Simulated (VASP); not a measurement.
Input of a VASP 6.6.1 run:

Contents of INCAR:

```
SYSTEM = Hf
PREC = Accurate
ENCUT = 600
EDIFF = 1E-6
ISMEAR = 0
SIGMA = 0.1
LREAL = .False.
LASPH = .True.
NELM = 60
ALGO = Fast
ISIF = 4
LWAVE = .False.
LCHARG = .False.
GGA = PE
IBRION = 2
NSW = 50
EDIFFG = -0.01
```

Contents of KPOINTS:

```
regular mesh
0
Gamma
  18 18 8
  0 0 0
```

File POSCAR:

```
Hf
1.0
    3.2360040678      0.0000000000      0.0000000000
   -1.6180020339      2.8024617295      0.0000000000
    0.0000000000      0.0000000000      5.1187851263
Hf
2
Direct
    0.3333333333      0.6666666667      0.2500000000
    0.6666666667      0.3333333333      0.7500000000
```

Potentials or basis: VASP PAW PBE potentials, release 64 (Hf_pv).

Command:

```bash
$ cat potpaw_PBE.64/Hf_pv/POTCAR > POTCAR
$ mpirun -np 1 vasp_std > vasp.out
```

Question: Estimate the band gap on the k mesh.

Answer: Zero (bands 10 and 11 overlap by 1.59 eV).

Final structure:
```
Hf
1.0
     3.23786    0.00000    0.00000
    -1.61893    2.80407    0.00000
     0.00000    0.00000    5.11293
Hf
2
Direct
  0.33333 0.66667 0.25000
  0.66667 0.33333 0.75000
```

Caveat: spin-orbit coupling is left out, which moves the levels of the heavy elements.
